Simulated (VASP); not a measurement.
Runs of VASP 6.6.1 on BP. The structure is that of space group F-43m (No. 216), or close to it. The cells are those of the table. 

```csv
task,cell,gap on the mesh (eV),pressure (GPa)
single point,"a = 3.198 Å, angles 60.0°, 2 atoms",1.23,2.6
single point,"a = 3.165 Å, angles 60.0°, 2 atoms",1.18,(a)
electric field gradients,"a = 3.198 Å, angles 60.0°, 2 atoms",1.23,2.6
electric field gradients,"a = 3.230 Å, angles 60.0°, 2 atoms",1.27,-2.3
electric field gradients,"a = 3.272 Å, angles 60.0°, 2 atoms",1.32,-7.7
single point,"a = 3.272 Å, angles 60.0°, 2 atoms",1.32,-7.7
```

Alike in all rows: level PBE; potentials or basis VASP PAW PBE potentials, release 64 (B, P); no spin polarisation; k mesh 15 × 15 × 15; cutoff (eV) 520; smearing fermi-dirac 0.05 eV.

Task: Fill in the values left out.

Result: (a) 8.2.

Caveats: an odd mesh through Γ misses points on the zone boundary, where band edges can lie; the cell stands under tension (at least some runs); the cell stands under pressure (at least some runs).
